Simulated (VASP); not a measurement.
# Cu (I4/mmm) in VASP: further runs

Cu is run at these levels: LDA; tasks: single point.

All numbers are computed with VASP 6.6.1; they aren't measurements. Logs are shortened: lines on timing, memory, paths and dates and some standing lists are left out, and cuts for length are marked.

### Step 1. The cell of the first run

The structure is tetragonal, space group I4/mmm (No. 139). The conventional cell has a = 2.998 Å, b = 2.998 Å, c = 2.615 Å, α = 90.00°, β = 90.00°, γ = 90.00°. Within 3.3 Å of Cu (site symmetry 4/mmm) lie 14 Cu at 2.49 to 3.00 Å.

### Step 2. Single point, LDA

The input, INCAR:

```
PREC = Accurate
ENCUT = 520
EDIFF = 1E-6
ISMEAR = 0
SIGMA = 0.15
LREAL = False
LASPH = True
NELM = 60
ALGO = Normal
ISIF = 2
LWAVE = False
LCHARG = True
GGA = CA
LELF = True
LVHAR = True
NBANDS = 12
```

The input, KPOINTS:

```
regular mesh
0
Gamma
  22 22 22
```

The input, POSCAR:

```
Cu
1.0
   -1.4987500000      1.4987500000      1.3075500000
    1.4987500000     -1.4987500000      1.3075500000
    1.4987500000      1.4987500000     -1.3075500000
Cu
1
Direct
    0.0000000000      0.0000000000      0.0000000000
```

Potentials or basis: VASP PAW LDA potentials, release 64 (Cu).

Launch:

```bash
$ cat potpaw_LDA.64/Cu/POTCAR > POTCAR
$ mpirun -np 1 vasp_std > vasp.out
```

OUTCAR:

```text
PREC = Accurate
   ENCUT = 520
   EDIFF = 1E-6
   ISMEAR = 0
   LREAL = False
   LASPH = True
   NELM = 60
   ISIF = 2
   GGA = CA

 ion  position               nearest neighbor table
   1  0.000  0.000  0.000-

  LATTYP: Found a body centered tetragonal cell.
 ALAT       =     2.9975000000
 C/A-ratio  =     0.8724270225

  Lattice vectors:

 A1 = (  -1.4987500000,   1.4987500000,   1.3075500000)
 A2 = (   1.4987500000,  -1.4987500000,   1.3075500000)
 A3 = (   1.4987500000,   1.4987500000,  -1.3075500000)

Analysis of symmetry for initial positions (statically):
=====================================================================
 Subroutine PRICEL returns:
 Original cell was already a primitive cell.

 Routine SETGRP: Setting up the symmetry group for a
 body centered tetragonal supercell.

 Subroutine GETGRP returns: Found 16 space group operations
 (whereof 16 operations were pure point group operations)
 out of a pool of 16 trial point group operations.

The static configuration has the point symmetry D_4h.

Analysis of symmetry for dynamics (positions and initial velocities):
=====================================================================
 Subroutine PRICEL returns:
 Original cell was already a primitive cell.

 Routine SETGRP: Setting up the symmetry group for a
 body centered tetragonal supercell.

 Subroutine GETGRP returns: Found 16 space group operations
 (whereof 16 operations were pure point group operations)
 out of a pool of 16 trial point group operations.

The dynamic configuration has the point symmetry D_4h.

 Subroutine INISYM returns: Found 16 space group operations
 (whereof 16 operations are pure point group operations),
 and found     1 'primitive' translations

----------------------------------------------------------------------------------------

                                     Primitive cell

  volume of cell :      11.7483

  direct lattice vectors                    reciprocal lattice vectors
    -1.498750000  1.498750000  1.307550000     0.000000000  0.333611343  0.382394555
     1.498750000 -1.498750000  1.307550000     0.333611343  0.000000000  0.382394555
     1.498750000  1.498750000 -1.307550000     0.333611343  0.333611343  0.000000000

  length of vectors
     2.490419669  2.490419669  2.490419669     0.507466377  0.507466377  0.471797686

  position of ions in fractional coordinates (direct lattice)
     0.000000000  0.000000000  0.000000000

  ion indices of the primitive-cell ions
   primitive index   ion index
                 1           1

----------------------------------------------------------------------------------------

 KPOINTS: regular mesh

Automatic generation of k-mesh.
 Grid dimensions read from file:
 generate k-points for:   22   22   22

 Generating k-lattice:

  Cartesian coordinates                     Fractional coordinates (reciprocal lattice)
     0.000000000  0.015164152  0.017381571     0.045454545 -0.000000000  0.000000000
     0.015164152  0.000000000  0.017381571    -0.000000000  0.045454545  0.000000000
     0.015164152  0.015164152  0.000000000     0.000000000  0.000000000  0.045454545

  Length of vectors
     0.023066653  0.023066653  0.021445349

  Shift w.r.t. Gamma in fractional coordinates (k-lattice)
     0.000000000  0.000000000  0.000000000

 Subroutine IBZKPT returns following result:
 ===========================================

 Found    834 irreducible k-points:

 Following reciprocal coordinates:
            Coordinates               Weight
  0.000000  0.000000  0.000000      1.000000
  0.045455  0.000000  0.000000      8.000000
  0.090909  0.000000  0.000000      8.000000
  0.136364  0.000000  0.000000      8.000000
  0.181818  0.000000  0.000000      8.000000
  0.227273  0.000000 -0.000000      8.000000
[... 16 lines left out ...]
  0.500000  0.045455 -0.000000     16.000000
 -0.454545  0.045455  0.000000     16.000000
 [... further k-points ...]
   k-points           NKPTS =    834   k-points in BZ     NKDIM =    834   number of bands    NBANDS=     12
   number of dos      NEDOS =    301   number of ions     NIONS =      1
   total plane-waves  NPLWV =   8000
   dimension x,y,z NGX =    20 NGY =   20 NGZ =   20
   dimension x,y,z NGXF=    40 NGYF=   40 NGZF=   40
   ions per type =               1
   NGX,Y,Z   is equivalent  to a cutoff of  13.35, 13.35, 13.35 a.u.
   NGXF,Y,Z  is equivalent  to a cutoff of  26.70, 26.70, 26.70 a.u.
 SYSTEM =  unknown system
   PREC   = accura    normal or accurate (medium, high low for compatibility)
   ISTART =      0    job   : 0-new  1-cont  2-samecut
   ICHARG =      2    charge: 1-file 2-atom 10-const
   ISPIN  =      1    spin polarized calculation?
   LNONCOLLINEAR =      F non collinear calculations
   LSORBIT =      F    spin-orbit coupling
   LASPH  =      T    aspherical Exc in radial PAW
   ENCUT  =  520.0 eV  38.22 Ry    6.18 a.u.   4.63  4.63  4.63*2*pi/ulx,y,z
   NELM   =     60;   NELMIN=  2; NELMDL= -5     # of ELM steps
   EDIFF  = 0.1E-05   stopping-criterion for ELM
   LREAL  =      F    real-space projection
   EDIFFG = 0.1E-04   stopping-criterion for IOM
   NSW    =      0    number of steps for IOM
   IBRION =     -1    ionic relax: 0-MD 1-quasi-New 2-CG
   NFREE  =      0    steps in history (QN), initial steepest desc. (CG)
   ISIF   =      2    stress and relaxation
   ISYM   =      2    0-nonsym 1-usesym 2-fastsym
   POTIM  = 0.5000    time-step for ionic-motion
   TEBEG  =    0.0;   TEEND  =   0.0 temperature during run
   PSTRESS=    0.0 pullay stress
   NELECT =      11.0000    total number of electrons
   NUPDOWN=      -1.0000    fix difference up-down
   EMIN   =  10.00;   EMAX   =-10.00  energy-range for DOS
   EFERMI =   0.00;   METHOD = LEGACY
   ISMEAR =     0;   SIGMA  =   0.15  broadening in eV -4-tet -1-fermi 0-gaus
   EFERMI_NEDOS =   21; number of points for ismear=-14 and -15
   IALGO  =     38    algorithm
   IMIX   =      4    mixing-type and parameters
     AMIX     =   0.40;   BMIX     =  1.00
     AMIX_MAG =   1.60;   BMIX_MAG =  1.00
  volume/ion in A,a.u.               =      11.75        79.28
  Fermi-wavevector in a.u.,A,eV,Ry     =   1.601573  3.026535 34.899449  2.565037
  Thomas-Fermi vector in A             =   2.698530
   LORBIT       =      0    0 simple, 1 ext, 2 COOP (PROOUT), +10 PAW based schemes
   GGA     = CA    functional components
   LHFCALC =     F    Hartree Fock is set to
   AEXX    =    0.0000 exact exchange contribution
   IVDW    =     0    specifies the selected vdW correction
   LEPSILON=     F    determine dielectric tensor
   LRPA    =     F    only Hartree local field effects (RPA)
 non-spin polarized calculation
 Gauss-broadening in eV      SIGMA  =   0.15
  energy-cutoff  :      520.00
  volume of cell :       11.75
 maximum number of plane-waves:       329
   NGX =  9   NGY =  9   NGZ =  9

 number of electron      11.0000001 magnetization

 Free energy of the ion-electron system (eV)
  ---------------------------------------------------
  ext. energy  EPLUGINS =         0.00000000
  ---------------------------------------------------
  free energy    TOTEN  =        -4.64140052 eV

  energy without entropy =       -4.63677288  energy(sigma->0) =       -4.63908670

 E-fermi :   7.4147     XC(G=0): -13.1310

 val. band max:        7.4076316121   @ k =   0.5000   0.1364   0.0909
 cond. band min:       7.4296218326   @ k =   0.3182   0.0909   0.0909
 fundamental gap:      0.0219902205
 Fermi energy:         7.4147080620

 k-point     1 :       0.0000    0.0000    0.0000
  band No.  band energies     occupation
      1      -1.9789      2.00000
      2       3.9019      2.00000
      3       4.4818      2.00000
      4       4.4818      2.00000
      5       4.8696      2.00000
      6       5.4989      2.00000
      7      30.5651      0.00000
      8      30.5651      0.00000
      9      34.3048      0.00000
     10      35.0372      0.00000
     11      35.0521      0.00000
     12      36.0847      0.00000

 k-point     2 :       0.0455    0.0000    0.0000
  band No.  band energies     occupation
      1      -1.8942      2.00000
      2       3.9141      2.00000
      3       4.4756      2.00000
      4       4.4820      2.00000
      5       4.8780      2.00000
      6       5.4850      2.00000
      7      30.2680      0.00000
      8      30.2815      0.00000
      9      33.8682      0.00000
     10      34.3879      0.00000
     11      35.0690      0.00000
     12      35.4773      0.00000

 k-point     3 :       0.0909    0.0000    0.0000
  band No.  band energies     occupation
      1      -1.6419      2.00000
      2       3.9375      2.00000
      3       4.4524      2.00000
      4       4.4964      2.00000
      5       4.9075      2.00000
      6       5.4475      2.00000
      7      29.5244      0.00000
      8      29.5960      0.00000
      9      31.4666      0.00000
     10      33.5447      0.00000
     11      34.4915      0.00000
     12      35.4582      0.00000

 k-point     4 :       0.1364    0.0000    0.0000
  band No.  band energies     occupation
      1      -1.2287      2.00000
      2       3.9365      2.00000
      3       4.4051      2.00000
      4       4.5605      2.00000
      5       4.9654      2.00000
      6       5.3964      2.00000
      7      28.1543      0.00000
      8      28.8002      0.00000
      9      29.3156      0.00000
     10      32.2861      0.00000
     11      33.5956      0.00000
     12      35.8382      0.00000

 k-point     5 :       0.1818    0.0000    0.0000
  band No.  band energies     occupation
      1      -0.6678      2.00000
      2       3.8860      2.00000
      3       4.3396      2.00000
      4       4.6995      2.00000
      5       5.0524      2.00000
      6       5.3432      2.00000
      7      25.8355      0.00000
      8      27.9657      0.00000
      9      28.0655      0.00000
     10      31.1155      0.00000
     11      32.7877      0.00000
     12      36.3607      0.00000
[... 228 lines left out ...]
      1       2.3390      2.00000
      2       3.3751      2.00000
      3       5.1415      2.00000
      4       5.5592      2.00000
      5       5.7691      2.00000
      6       6.6925      2.00000
      7      13.6188      0.00000
      8      23.4836      0.00000
      9      23.9671      0.00000
     10      28.4805      0.00000
     11      31.2099      0.00000
     12      38.6498      0.00000

 k-point    22 :       0.4545    0.0455   -0.0000
  band No.  band energies     occupation
      1       2.3832      2.00000
      2       3.3442      2.00000
      3       5.1648      2.00000
      4       5.6178      2.00000
      5       5.8650      2.00000
      6       7.3817      1.24467
      7      12.5118      0.00000
      8      23.1244      0.00000
      9      23.8325      0.00000
     10      28.4245      0.00000
     11      31.2410      0.00000
     12      39.2740      0.00000

 k-point    23 :       0.5000    0.0455   -0.0000
  band No.  band energies     occupation
      1       2.3796      2.00000
      2       3.3468      2.00000
      3       5.1832      2.00000
      4       5.5917      2.00000
      5       5.8581      2.00000
      6       7.3198      1.62897
      7      12.6070      0.00000
      8      22.9780      0.00000
      9      23.9058      0.00000
     10      28.4629      0.00000
     11      31.3302      0.00000
     12      39.8384      0.00000

 k-point    24 :      -0.4545    0.0455    0.0000
  band No.  band energies     occupation
      1       2.3250      2.00000
      2       3.3823      2.00000
      3       5.2008      2.00000
      4       5.4764      2.00000
      5       5.7322      2.00000
      6       6.5983      2.00000
      7      13.8338      0.00000
      8      23.0389      0.00000
      9      24.1885      0.00000
     10      28.5954      0.00000
     11      31.4811      0.00000
     12      40.2382      0.00000

 [... further k-points ...]

------------------------ aborting loop because EDIFF is reached ----------------------------------------

  FORCE on cell =-STRESS in cart. coord.  units (eV):
  Direction    XX          YY          ZZ          XY          YZ          ZX
  --------------------------------------------------------------------------------------
  -------------------------------------------------------------------------------------
  Total       -0.7658423     -0.7658423     -0.6589500      0.0000000     -0.0000000      0.0000000
  in kB     -104.4415282   -104.4415282    -89.8641244      0.0000000     -0.0000000      0.0000000
  external PRESSURE =     -99.5823936 kB  Pullay stress =       0.0000000 kB

 VOLUME and BASIS-vectors are now :
 -----------------------------------------------------------------------------
  energy-cutoff  :      520.00
  volume of cell :       11.75
      direct lattice vectors                 reciprocal lattice vectors
    -1.498750000  1.498750000  1.307550000     0.000000000  0.333611343  0.382394555
     1.498750000 -1.498750000  1.307550000     0.333611343  0.000000000  0.382394555
     1.498750000  1.498750000 -1.307550000     0.333611343  0.333611343  0.000000000

 POSITION                                       TOTAL-FORCE (eV/Angst)
 -----------------------------------------------------------------------------------
      0.00000      0.00000      0.00000         0.000000      0.000000     -0.000000
 -----------------------------------------------------------------------------------
    total drift:                               -0.000000     -0.000000      0.000000

  FREE ENERGIE OF THE ION-ELECTRON SYSTEM (eV)
  ---------------------------------------------------
  free  energy   TOTEN  =        -4.6414005183 eV

  energy  without entropy=       -4.6367728808  energy(sigma->0) =       -4.63908670
```

It took 48 s on 1 thread of AMD EPYC 9R45 (Zen 5), shared host; peak memory 0.18 GiB.

Results:

| Quantity | Value |
| --- | --- |
| Free energy | -4.6414 eV |
| Pressure | -10.0 GPa |
| Band gap on the k mesh | zero (an odd number of electrons rules out a gap without spin polarisation) |

Caveat: the cell stands under tension.

### Step 3. Single point, LDA

The input, INCAR:

```
PREC = Accurate
ENCUT = 520
EDIFF = 1E-6
ISMEAR = 0
SIGMA = 0.15
LREAL = F
LASPH = T
NELM = 60
ALGO = Normal
ISIF = 2
LWAVE = F
LCHARG = T
LELF = T
LVHAR = T
NBANDS = 12
```

The input, KPOINTS:

```
Automatic mesh
0
Gamma
  22 22 22
```

The input, POSCAR:

```
Cu
1.0
   -1.4809000000      1.4809000000      1.3410790181
    1.4809000000     -1.4809000000      1.3410790181
    1.4809000000      1.4809000000     -1.3410790181
Cu
1
Direct
    0.0000000000      0.0000000000      0.0000000000
```

Potentials or basis: VASP PAW LDA potentials, release 64 (Cu).

Launch:

```bash
$ cat potpaw_LDA.64/Cu/POTCAR > POTCAR
$ mpirun -np 1 vasp_std > vasp.out
```

OUTCAR:

```text
PREC = Accurate
   ENCUT = 520
   EDIFF = 1E-6
   ISMEAR = 0
   LREAL = F
   LASPH = T
   NELM = 60
   ISIF = 2

 ion  position               nearest neighbor table
   1  0.000  0.000  0.000-

  LATTYP: Found a body centered tetragonal cell.
 ALAT       =     2.9618000000
 C/A-ratio  =     0.9055837789

  Lattice vectors:

 A1 = (  -1.4809000000,   1.4809000000,   1.3410790181)
 A2 = (   1.4809000000,  -1.4809000000,   1.3410790181)
[... 538 lines left out ...]
     11      31.6408      0.00000
     12      40.7519      0.00000

 [... further k-points ...]

------------------------ aborting loop because EDIFF is reached ----------------------------------------

  FORCE on cell =-STRESS in cart. coord.  units (eV):
  Direction    XX          YY          ZZ          XY          YZ          ZX
  --------------------------------------------------------------------------------------
  -------------------------------------------------------------------------------------
  Total       -0.7745924     -0.7745924     -0.7418565      0.0000000     -0.0000000      0.0000000
  in kB     -105.4916265   -105.4916265   -101.0333333      0.0000000     -0.0000000      0.0000000
  external PRESSURE =    -104.0055287 kB  Pullay stress =       0.0000000 kB

 VOLUME and BASIS-vectors are now :
 -----------------------------------------------------------------------------
  energy-cutoff  :      520.00
  volume of cell :       11.76
      direct lattice vectors                 reciprocal lattice vectors
    -1.480900000  1.480900000  1.341079018     0.000000000  0.337632521  0.372834108
     1.480900000 -1.480900000  1.341079018     0.337632521  0.000000000  0.372834108
     1.480900000  1.480900000 -1.341079018     0.337632521  0.337632521  0.000000000

 POSITION                                       TOTAL-FORCE (eV/Angst)
 -----------------------------------------------------------------------------------
      0.00000      0.00000      0.00000        -0.000000     -0.000000      0.000000
 -----------------------------------------------------------------------------------
    total drift:                                0.000000     -0.000000      0.000000

  FREE ENERGIE OF THE ION-ELECTRON SYSTEM (eV)
  ---------------------------------------------------
  free  energy   TOTEN  =        -4.6419478735 eV

  energy  without entropy=       -4.6372923189  energy(sigma->0) =       -4.63962010
```

OSZICAR:

```text
N       E                     dE             d eps       ncg     rms          rms(c)
DAV:   1     0.420565776034E+02    0.42057E+02   -0.53636E+03 22328   0.155E+03
DAV:   2    -0.426581102030E+01   -0.46322E+02   -0.42752E+02 20676   0.205E+02
DAV:   3    -0.561757448692E+01   -0.13518E+01   -0.13442E+01 23236   0.406E+01
DAV:   4    -0.562611065621E+01   -0.85362E-02   -0.85351E-02 22680   0.284E+00
DAV:   5    -0.562619801847E+01   -0.87362E-04   -0.87361E-04 23436   0.292E-01    0.788E+00
DAV:   6    -0.506911241870E+01    0.55709E+00   -0.15450E+01 23248   0.767E+01    0.416E+00
DAV:   7    -0.465737275208E+01    0.41174E+00   -0.25013E+00 23512   0.311E+01    0.587E-01
DAV:   8    -0.464349068511E+01    0.13882E-01   -0.61961E-03 23224   0.109E+00    0.286E-01
DAV:   9    -0.464193664873E+01    0.15540E-02   -0.76708E-03 24448   0.149E+00    0.185E-02
DAV:  10    -0.464194585761E+01   -0.92089E-05   -0.39647E-05 29056   0.101E-01    0.456E-03
DAV:  11    -0.464194786936E+01   -0.20117E-05   -0.55733E-07 15572   0.986E-03    0.616E-04
DAV:  12    -0.464194787346E+01   -0.40973E-08   -0.68590E-08 11300   0.374E-03
   1 F= -.46419479E+01 E0= -.46396201E+01  d E =-.465555E-02
```

Run time: 38 s. Hardware: 1 thread of AMD EPYC 9R45 (Zen 5), shared host; peak memory 0.18 GiB.

Results:

```
Free energy            : -4.6419 eV
Pressure               : -10.4 GPa
Band gap on the k mesh : zero (an odd number of electrons rules out a gap without spin polarisation)
```

Stress tensor (GPa, compression positive):
```
-10.55   0.00   0.00
  0.00 -10.55   0.00
  0.00   0.00 -10.10
```

Caveat: the cell stands under tension.
